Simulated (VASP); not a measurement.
Here is a VASP 6.6.1 calculation.

INCAR

```
PREC = Accurate
ENCUT = 600
EDIFF = 1E-6
ISMEAR = -1
SIGMA = 0.15
LREAL = F
LASPH = T
NELM = 60
ALGO = Normal
ISIF = 3
LWAVE = F
LCHARG = F
IBRION = 2
NSW = 100
EDIFFG = -0.03
```

File KPOINTS:

```
regular mesh
0
Gamma
  13 13 13
```

Contents of POSCAR:

```
Al
1.0
   -1.5912200000      1.5912200000      1.5912200000
    1.5912200000     -1.5912200000      1.5912200000
    1.5912200000      1.5912200000     -1.5912200000
Al
1
Direct
    0.0000000000      0.0000000000      0.0000000000
```

Potentials or basis: VASP PAW LDA potentials, release 64 (Al).

Run with:

```console
$ cat potpaw_LDA.64/Al/POTCAR > POTCAR
$ mpirun -np 1 vasp_std > vasp.out
```

Q: Predict the relaxed volume.

A: 16.21 Å³/atom.

Q: Estimate the relaxed cell.

A: a = 2.761 Å, b = 2.761 Å, c = 2.761 Å, α = 109.47°, β = 109.47°, γ = 109.47°.

Q: Estimate the space group after relaxing (to 0.05 Å).

A: Im-3m (No. 229).

Final structure:
```
CELL_PARAMETERS angstrom
-1.59419 1.59419 1.59419
1.59419 -1.59419 1.59419
1.59419 1.59419 -1.59419
ATOMIC_POSITIONS crystal
Al 0.00000 0.00000 0.00000
```
